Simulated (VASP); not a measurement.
Here is a VASP 6.6.1 calculation.

The input INCAR:

```
SYSTEM = Zr
ALGO = Normal
EDIFF = 1E-8
ENCUT = 520
GGA = PS
ISIF = 2
ISMEAR = -1
LASPH = .True.
LCHARG = .False.
LEFG = .True.
LREAL = .False.
LWAVE = .False.
NBANDS = 19
NELM = 60
PREC = Accurate
SIGMA = 0.08
```

File KPOINTS:

```
k-points
0
Gamma
  13 13 7
  0 0 0
```

POSCAR

```
Zr
1.0
    3.2319982225     -0.0484799733     -0.0484799733
   -1.6579839997      2.8232325523     -0.0177449018
   -0.0772050000     -0.0772050000      5.1470000000
Zr
2
Direct
    0.3333333333      0.6666666667      0.2500000000
    0.6666666667      0.3333333333      0.7500000000
```

Potentials or basis: VASP PAW PBE potentials, release 64 (Zr_sv).

Run with:

```bash
$ cat potpaw_PBE.64/Zr_sv/POTCAR > POTCAR
$ mpirun -np 1 vasp_std > vasp.out
```

(1) Estimate the pressure.

(2) Predict the band gap on the k mesh.

(3) What does it give for the largest force?

Results:

(1) -3.2 GPa.

(2) zero (bands 12 and 13 overlap by 1.25 eV).

(3) 0.063 eV/Å.

Caveat: the cell differs from its parent crystal (equal xy, yz and zx shear strains of -3 %); the cell stands under tension; without QUAD_EFG the Cq values of the log hold for a quadrupole moment of 1 mb, not for the nuclei; the PAW data sets were made with another functional, which shifts forces and pressure a little.
